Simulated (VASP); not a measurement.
Input of a VASP 6.6.1 run:

The input INCAR:

```
ALGO = Normal
DIPOL = 0.5 0.5 0.332
EDIFF = 1E-6
EDIFFG = -0.025
ENCUT = 520
GGA = PE
IBRION = 2
IDIPOL = 3
ISIF = 2
ISMEAR = 0
LASPH = T
LCHARG = F
LDIPOL = T
LREAL = F
LWAVE = F
NELM = 100
NSW = 36
PREC = Accurate
SIGMA = 0.1
```

KPOINTS

```
k-points
0
Gamma
  9 9 1
```

The input POSCAR:

```
Al3O
1.0
    2.8567582918      0.0000000000      0.0000000000
    0.0000000000      2.8567582918      0.0000000000
    0.0000000000      0.0000000000     19.6746954317
Al O
3 1
Selective dynamics
Direct
    0.5000000000      0.5000000000      0.2033068321  F F F
    0.0000000000      0.0000000000      0.3092728609  F F F
    0.5000000000      0.5000000000      0.4154928578  F F F
    1.0000000000      1.0000000000      0.4002150530  F F T
```

Potentials or basis: VASP PAW PBE potentials, release 64 (Al, O).

Run with:

```sh
$ cat potpaw_PBE.64/Al/POTCAR potpaw_PBE.64/O/POTCAR > POTCAR
$ mpirun -np 1 vasp_std > vasp.out
```

Question: Predict the energy gained by relaxing.

Answer: 320.3 meV/atom.

Final structure:
```
Al O
1.0
     2.85676    0.00000    0.00000
     0.00000    2.85676    0.00000
     0.00000    0.00000   19.67470
Al O
3 1
Direct
  0.50000 0.50000 0.20331
  0.00000 0.00000 0.30927
  0.50000 0.50000 0.41549
  0.00000 0.00000 0.44637
```

Caveat: an odd number of electrons without spin polarisation forces a metal; a magnetic or distorted state may lie lower.
